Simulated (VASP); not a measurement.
Wanted: the native input for a VASP 6.6.1 run.

```yaml
Task: single point
Functional: r2SCAN
Potentials_or_basis: VASP PAW PBE potentials, release 64 (K_sv, Mg, F)
Cutoff: 520 eV
k_mesh: 8 × 8 × 8
Occupations: fermi-dirac, width 0.02 eV
Spin: no spin polarisation
Dipole_correction: no
Further_INCAR_settings: ALGO = Normal; EDIFF = 1e-06; NBANDS = 24
```

Crystal: KMgF3.

```
K Mg F
1.0
     4.01005    0.00000    0.00000
     0.00000    4.01005    0.00000
     0.00000    0.00000    4.01005
K Mg F
1 1 3
Cartesian
  2.0050 2.0050 2.0050
  0.0000 0.0000 0.0000
  2.0050 0.0000 0.0000
  0.0000 2.0050 0.0000
  0.0000 0.0000 2.0050
```

One way to write it, as run:

POSCAR

```
KMgF3
1.0
    4.0100515500      0.0000000000      0.0000000000
    0.0000000000      4.0100515500      0.0000000000
    0.0000000000      0.0000000000      4.0100515500
K Mg F
1 1 3
Direct
    0.5000000000      0.5000000000      0.5000000000
    0.0000000000      0.0000000000      0.0000000000
    0.5000000000      0.0000000000      0.0000000000
    0.0000000000      0.5000000000      0.0000000000
    0.0000000000      0.0000000000      0.5000000000
```

INCAR.step1

```
SYSTEM = KMgF3
  ALGO = Normal
  EDIFF = 1E-4
  ENCUT = 520
  GGA = PE
  ISMEAR = -1
  LASPH = .True.
  LCHARG = .False.
  LREAL = .False.
  LWAVE = .True.
  NBANDS = 24
  NELM = 80
  PREC = Accurate
  SIGMA = 0.02
```

INCAR.step2

```
SYSTEM = KMgF3
  ALGO = Normal
  EDIFF = 1E-6
  ENCUT = 520
  ISIF = 2
  ISMEAR = -1
  ISTART = 1
  LASPH = .True.
  LCHARG = .False.
  LMIXTAU = .True.
  LREAL = .False.
  LWAVE = .False.
  METAGGA = R2SCAN
  NBANDS = 24
  NELM = 80
  PREC = Accurate
  SIGMA = 0.02
```

KPOINTS

```
k-points
0
Gamma
  8 8 8
  0 0 0
```

Potentials or basis: VASP PAW PBE potentials, release 64 (K_sv, Mg, F).

Launch:

```bash
$ cat potpaw_PBE.64/K_sv/POTCAR potpaw_PBE.64/Mg/POTCAR potpaw_PBE.64/F/POTCAR > POTCAR
$ cp INCAR.step1 INCAR
$ mpirun -np 1 vasp_std > vasp.out
$ cp INCAR.step2 INCAR
$ mpirun -np 1 vasp_std > vasp.out
```

Results of the run:

```
Pressure               : -2.3 GPa
Band gap on the k mesh : 8.11 eV, indirect (least direct gap 8.43 eV)
```

Caveat: the PAW data sets were made with another functional, which shifts forces and pressure a little.

Wall time 100 s on 1 thread of Intel(R) Xeon(R) Platinum 8488C (Sapphire Rapids), with other jobs on the host, peak memory 0.2 GiB.
